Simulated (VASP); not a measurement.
Wanted: the native input for a VASP 6.6.1 run.

| Property | Result |
| --- | --- |
| Task | relaxation of cell and atoms |
| Functional | PBE |
| Potentials or basis | VASP PAW PBE potentials, release 64 (Hf_pv, N) |
| Cutoff | 600 eV |
| k mesh | 16 × 16 × 16 |
| Occupations | fermi-dirac, width 0.08 eV |
| Spin | no spin polarisation |
| Target pressure | 22 GPa |
| Dipole correction | no |
| Further INCAR settings | ALGO = Normal; EDIFF = 1e-07; IBRION = 2; EDIFFG = -0.005; NSW = 60; ISIF = 3 |

The structure of HfN (rocksalt type) lies in POSCAR:

```
HfN
1.0
    0.0000000000      2.2196308068      2.2196308068
    2.2196308068      0.0000000000      2.2196308068
    2.2196308068      2.2196308068      0.0000000000
Hf N
1 1
Direct
    0.0000000000      0.0000000000      0.0000000000
    0.5000000000      0.5000000000      0.5000000000
```

One way to write it, as run:

INCAR

```
PREC     = Accurate       # precision mode
ENCUT    = 600            # plane-wave cutoff, eV
EDIFF    = 1E-7           # SCF threshold, eV
ISMEAR   = -1             # smearing method
SIGMA    = 0.08           # smearing width, eV
LREAL    = False          # projectors in reciprocal space
LASPH    = True           # aspherical terms in the spheres
NELM     = 100            # most SCF steps
ALGO     = Normal         # electronic algorithm
ISIF     = 3              # what is computed and relaxed
LWAVE    = False          # write WAVECAR
LCHARG   = False          # write CHGCAR
GGA      = PE             # functional
IBRION   = 2              # ionic algorithm
NSW      = 60             # ionic steps
EDIFFG   = -0.005         # ionic threshold
PSTRESS  = 220.0
```

KPOINTS

```
Automatic mesh
0
Gamma
  16 16 16
```

Potentials or basis: VASP PAW PBE potentials, release 64 (Hf_pv, N).

Launch:

```sh
$ cat potpaw_PBE.64/Hf_pv/POTCAR potpaw_PBE.64/N/POTCAR > POTCAR
$ mpirun -np 1 vasp_std > vasp.out
```

It gave:

| Property | Result |
| --- | --- |
| Relaxed volume | 10.86 Å³/atom |
| Relaxed cell | a = 3.132 Å, b = 3.132 Å, c = 3.132 Å, α = 60.00°, β = 60.00°, γ = 60.00° |
| Space group after relaxing (to 0.1 Å) | Fm-3m (No. 225) |
| Energy change on relaxing (the run minimises the enthalpy) | +9.2 meV/atom |
| Ionic steps | 3 |
| Pressure after relaxing | 22.0 GPa |
| Band gap on the k mesh | zero (an odd number of electrons rules out a gap without spin polarisation) |

Caveat: the cell is relaxed towards a set pressure, so the run minimises the enthalpy, not the energy; spin-orbit coupling is left out, which moves the levels of the heavy elements.

It took 3.3 min on 1 thread of Intel Xeon 8259CL, on a shared host, peak memory 0.2 GiB.
